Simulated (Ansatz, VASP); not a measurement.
**One calculation of PbSe, two programs**

```
Pb Se
1.0
     4.40905    0.00504   -0.00828
    -0.00526    4.40521    0.00196
    -2.22441   -2.19984   12.04626
Pb Se
2 2
Direct
  0.18221 0.20025 0.38615
  0.80136 0.81359 0.61484
  0.67835 0.69818 0.38013
  0.30198 0.31813 0.62086
```

Alike in both runs: task single point; functional PBE-based screened hybrid with a share of 0.5 of exact exchange and HFSCREEN = 0.20787; k mesh 4 × 4 × 1; occupations gaussian, width 0.05 eV; no spin polarisation.

```csv
,VASP,Ansatz
version,VASP 6.6.1,Ansatz 0.2.0
potentials or method,"VASP PAW PBE potentials, release 64 (Pb_d, Se), cutoff 520 eV","scalar-relativistic, plane waves, PAW"
valence electrons in the cell,40,60
```

```tsv
	VASP	Ansatz	Ansatz less VASP
gap on the k mesh at the Fermi level (eV)	2.77	2.75	-0.016
least direct gap on the mesh (eV)	2.78	2.76	-0.016
rms of the force components (eV/Å)	0.226	0.222	-0.0036
```

VASP's potentials were made for PBE, not for PBE-based screened hybrid. Atom by atom the forces differ by 0.004 eV/Å (rms over components). The functional is the same, so the differences come from potentials, cutoffs and numerics. VASP's potentials hold 40 valence electrons a cell and Ansatz's 60, so a difference there can come from the potentials and not from the codes. Ansatz's warnings: stress exchange threshold loose, stress scf threshold loose, xc potential rough in thin density.

Neither program's run includes spin-orbit coupling.
